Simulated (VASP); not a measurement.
# InCo2Cl6: single point with r2SCAN+U

Crystal: InCo2Cl6.

```
Co In Cl
1.0
     0.00000    5.08674    5.08674
     5.08674    0.00000    5.08674
     5.08674    5.08674    0.00000
Co In Cl
2 1 6
Direct
  0.25000 0.25000 0.25000
  0.75000 0.75000 0.75000
  0.50000 0.50000 0.50000
  0.28940 0.71060 0.28940
  0.28940 0.71060 0.71060
  0.71060 0.28940 0.71060
  0.71060 0.28940 0.28940
  0.28940 0.28940 0.71060
  0.71060 0.71060 0.28940
```

| Item | Value |
| --- | --- |
| Program | VASP 6.6.1 |
| Task | single point |
| Functional | r2SCAN |
| Potentials or basis | VASP PAW PBE potentials, release 64 (Co, In_d, Cl) |
| Cutoff | 520 eV |
| k mesh | 3 × 3 × 3 |
| Occupations | fermi-dirac, width 0.1 eV |
| Spin | no spin polarisation |
| Hubbard terms | Co d U = 1.0 eV |
| Dipole correction | no |
| Further INCAR settings | ALGO = Normal; EDIFF = 1e-07; NBANDS = 46 |

The pressure is 15.4 GPa and the largest force is 7.924 eV/Å. The band gap on the k mesh is zero (an odd number of electrons rules out a gap without spin polarisation).

Forces in eV/Å, atoms in the order of the input:
```
Co   0.000  0.000  0.000
Co   0.000  0.000  0.000
In   0.000  0.000  0.000
Cl   0.000 -7.924  0.000
Cl   7.924  0.000  0.000
Cl   0.000  7.924  0.000
Cl  -7.924  0.000  0.000
Cl   0.000  0.000 -7.924
Cl   0.000  0.000  7.924
```

Levels at points of the mesh, in eV from the Fermi level:
| k point | band 35 | band 36 | band 37 | band 38 | band 39 | band 40 | band 41 | band 42 |
| --- | --- | --- | --- | --- | --- | --- | --- | --- |
| (0.00, 0.00, 0.00) | -0.12 | -0.12 | -0.10 | -0.10 | -0.10 | 1.15 | 1.50 | 6.50 |

Eigenvalues of the final occupation matrices:
```
    site  spin  trace               eigenvalues
site 1 d     1   3.71  0.60 0.60 0.60 0.95 0.95
site 1 d     2   3.71  0.60 0.60 0.60 0.95 0.95
site 2 d     1   3.71  0.60 0.60 0.60 0.95 0.95
site 2 d     2   3.71  0.60 0.60 0.60 0.95 0.95
```

Run time: 16 min on 1 thread of Intel(R) Xeon(R) Platinum 8175M CPU @ 2.50GHz (Skylake/Cascade Lake), with other jobs on the host, peak memory 0.45 GiB.

Caveat: the cell stands under pressure; the PAW data sets were made with another functional, which shifts forces and pressure a little; spin-orbit coupling is left out, which moves the levels of the heavy elements; an odd number of electrons without spin polarisation forces a metal; a magnetic or distorted state may lie lower; the run has no spin polarisation, though such a crystal can be magnetic; U without spin polarisation on a metal has little footing. Spin polarisation is off, so any magnetic state and its effect on volume and gap are missing.
